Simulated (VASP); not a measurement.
Wanted: the native input for a VASP 6.6.1 run.

* Task: single point
* Functional: RPBE
* Potentials or basis: VASP PAW PBE potentials, release 64 (Ni)
* Cutoff: 520 eV
* k mesh: 16 × 16 × 9
* Occupations: fermi-dirac, width 0.05 eV
* Spin: collinear spin, ferromagnetic start
* Starting moments: [0.71, 0.71] μB
* Dipole correction: no
* Further INCAR settings: ALGO = Normal; EDIFF = 1e-06; NBANDS = 21

The structure of Ni lies in POSCAR:

```
Ni
1.0
    2.4447468594      0.0000000000      0.0000000000
   -1.2223734297      2.1172128861      0.0000000000
    0.0000000000      0.0000000000      4.0032267811
Ni
2
Direct
    0.3333333333      0.6666666667      0.2500000000
    0.6666666667      0.3333333333      0.7500000000
```

This cell differs from its parent crystal: volume scaled by 0.92.

These files were run (other wordings do the same):

INCAR

```
ALGO = Normal ; EDIFF = 1E-6
ENCUT = 520 ; GGA = RP
ISIF = 2 ; ISMEAR = -1
ISPIN = 2 ; LASPH = T
LCHARG = F ; LMAXMIX = 4
LORBIT = 11 ; LREAL = F
LWAVE = F ; MAGMOM = 0.71 0.71
NBANDS = 21 ; NELM = 150
PREC = Accurate ; SIGMA = 0.05
```

KPOINTS

```
k-points
0
Gamma
  16 16 9
```

Potentials or basis: VASP PAW PBE potentials, release 64 (Ni).

Launch:

```bash
$ cat potpaw_PBE.64/Ni/POTCAR > POTCAR
$ mpirun -np 1 vasp_std > vasp.out
```

It gave:

The pressure is 17.6 GPa, the net moment is 1.20 μB per cell and the site moments are Ni +0.61 μB. The valence electrons inside the program's atomic spheres are Ni 9.40.

Caveat: the PAW data sets were made with another functional, which shifts forces and pressure a little.

It took 66 s on 1 thread of Intel Xeon 6975P-C, with other jobs on the host, peak memory 0.2 GiB.
